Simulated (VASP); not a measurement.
Set up this calculation in VASP 6.6.1, as the native input.

| Quantity | Value |
| --- | --- |
| Task | single point |
| Functional | BLYP |
| Potentials or basis | VASP PAW PBE potentials, release 64 (V_sv) |
| Cutoff | 520 eV |
| k mesh | 17 × 17 × 17 |
| Occupations | fermi-dirac, width 0.1 eV |
| Spin | no spin polarisation |
| Dipole correction | no |
| Further INCAR settings | ALGO = Normal; EDIFF = 1e-07; NBANDS = 20 |

The structure of V lies in POSCAR:

```
V
1.0
    0.0000000000      2.7757808179      2.7757808179
    2.7757808179      0.0000000000      2.7757808179
    2.7757808179      2.7757808179      0.0000000000
V
2
Direct
    0.1250000000      0.1250000000      0.1250000000
    0.8750000000      0.8750000000      0.8750000000
```

This isn't the form of V at room conditions, which is bcc.

One way to write it, as run:

INCAR

```
  PREC = Accurate
  ENCUT = 520
  EDIFF = 1E-7
  ISMEAR = -1
  SIGMA = 0.1
  LREAL = False
  LASPH = True
  NELM = 80
  ALGO = Normal
  ISIF = 2
  LWAVE = False
  LCHARG = True
  GGA = B5
  ALDAX = 1.0
  AGGAX = 1.0
  AGGAC = 1.0
  ALDAC = 0.0
  LELF = True
  LVHAR = True
  NBANDS = 20
```

KPOINTS

```
regular mesh
0
Gamma
  17 17 17
```

Potentials or basis: VASP PAW PBE potentials, release 64 (V_sv).

Run with:

```sh
$ cat potpaw_PBE.64/V_sv/POTCAR > POTCAR
$ mpirun -np 1 vasp_std > vasp.out
```

It gave:

```json
{
 "Pressure": "-3.4 GPa",
 "Band gap on the k mesh": "zero (bands 13 and 14 overlap by 0.78 eV)"
}
```

Caveat: the cell stands under tension; the PAW data sets were made with another functional, which shifts forces and pressure a little.

It took 3.5 min on 1 thread of Intel Xeon 8259CL (shared host), peak memory 0.25 GiB.
